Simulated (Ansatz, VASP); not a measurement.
One calculation of SnO, two programs

File INCAR:

```
SYSTEM = SnO
ALGO = Normal ; EDIFF = 1E-7
ENCUT = 520 ; GGA = CA
ISIF = 2 ; ISMEAR = 0
LASPH = .True. ; LCHARG = .False.
LREAL = .False. ; LWAVE = .False.
NBANDS = 28 ; NELM = 100
PREC = Accurate ; SIGMA = 0.15
```

File KPOINTS:

```
k-points
0
Gamma
  10 10 8
  0 0 0
```

POSCAR

```
SnO
1.0
    3.8787000000      0.0000000000      0.0000000000
    0.0000000000      3.8787000000      0.0000000000
    0.0000000000      0.0000000000      4.4234000000
Sn O
2 2
Direct
    0.0000000000      0.5000000000      0.2455950842
    0.5000000000      0.0000000000      0.7544049158
    0.0000000000      0.0000000000      0.0000000000
    0.5000000000      0.5000000000      0.0000000000
```

Input for Ansatz:

```yaml
crystal:
  lattice:
    - [3.8787, 0.0, 0.0]
    - [0.0, 3.8787, 0.0]
    - [0.0, 0.0, 4.4234]
  atoms:
    - { symbol: Sn, position: [0.0, 0.5, 0.2455950842] }
    - { symbol: Sn, position: [0.5, 0.0, 0.7544049158] }
    - { symbol: O, position: [0.0, 0.0, 0.0] }
    - { symbol: O, position: [0.5, 0.5, 0.0] }
basis:
  ecutwfc: 520.0
kpoints:
  mp_grid: { grid: [10, 10, 8] }
hamiltonian:
  xc: lda
  pseudopotentials: { kind: paw, azcp: { folder: soft_1 } }
scf:
  occupations: { method: gaussian, width: 0.15 }
output:
  forces: true
  stress: true
  eigenvalues: true
```

Alike in both runs: task single point; functional LDA; k mesh 10 × 10 × 8; occupations gaussian, width 0.15 eV; no spin polarisation.

```csv
,VASP,Ansatz
version,VASP 6.6.1,Ansatz 0.2.0
potentials or method,"VASP PAW LDA potentials, release 64 (Sn_d, O), cutoff 520 eV","scalar-relativistic, plane waves, PAW"
valence electrons in the cell,40,40
```

Ansatz gave:

* gap on the k mesh at the Fermi level (eV): 0.27
* least direct gap on the mesh (eV): 1.64
* pressure (GPa): -2.1
* traceless stress, the component that is largest in VASP (GPa): 4.06
* rms of the force components (eV/Å): 0.066

Question: What did VASP give for the same quantities?

Answer: gap on the k mesh at the Fermi level (eV): 0.26; least direct gap on the mesh (eV): 1.61; pressure (GPa): -1.6; traceless stress, the component that is largest in VASP (GPa): 4.01; rms of the force components (eV/Å): 0.117.

Ansatz warns that its potentials were made for another functional, while VASP's fit it. LDA's correlation is that of Perdew and Zunger in VASP and of Perdew and Wang (1992) in Ansatz. Atom by atom the forces differ by 0.051 eV/Å (rms over components).
